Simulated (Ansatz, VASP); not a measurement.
# Ni: VASP beside Ansatz

File INCAR:

```
PREC = Accurate ; ENCUT = 520
EDIFF = 1E-6 ; ISMEAR = -1
SIGMA = 0.08 ; LREAL = F
LASPH = T ; NELM = 100
ALGO = Normal ; ISIF = 2
LWAVE = F ; LCHARG = F
GGA = PE ; NBANDS = 11
```

File KPOINTS:

```
regular mesh
0
Gamma
  18 18 18
```

Contents of POSCAR:

```
Ni
1.0
    0.0000000000      1.7596086113      1.7596086113
    1.7596086113      0.0000000000      1.7596086113
    1.7596086113      1.7596086113      0.0000000000
Ni
1
Direct
    0.0000000000      0.0000000000      0.0000000000
```

Input for Ansatz:

```yaml
crystal:
  lattice:
    - [0.0, 1.7596086113, 1.7596086113]
    - [1.7596086113, 0.0, 1.7596086113]
    - [1.7596086113, 1.7596086113, 0.0]
  atoms:
    - { symbol: Ni, position: [0.0, 0.0, 0.0] }
kpoints:
  mp_grid: { grid: [18, 18, 18] }
scf:
  occupations: { method: fermi_dirac, width: 0.08 }
hamiltonian:
  xc: pbe
  pseudopotentials: { kind: all_electron, lapw: { basis_error: 0.001 } }
output:
  forces: true
  stress: true
  eigenvalues: true
  dos: { projected: true, de: 0.2, e_range: [-14, 8] }
```

Alike in both runs: task single point; functional PBE; k mesh 18 × 18 × 18; occupations fermi-dirac, width 0.08 eV; no spin polarisation.

```csv
,VASP,Ansatz
version,VASP 6.6.1,Ansatz 0.2.0
potentials or method,"VASP PAW PBE potentials, release 64 (Ni), cutoff 520 eV","all-electron LAPW, scalar-relativistic"
```

```csv
,VASP,Ansatz,Ansatz less VASP
pressure (GPa),-0.9,-1.0,-0.05
```

Ansatz ran all-electron here, and VASP with PAW potentials.
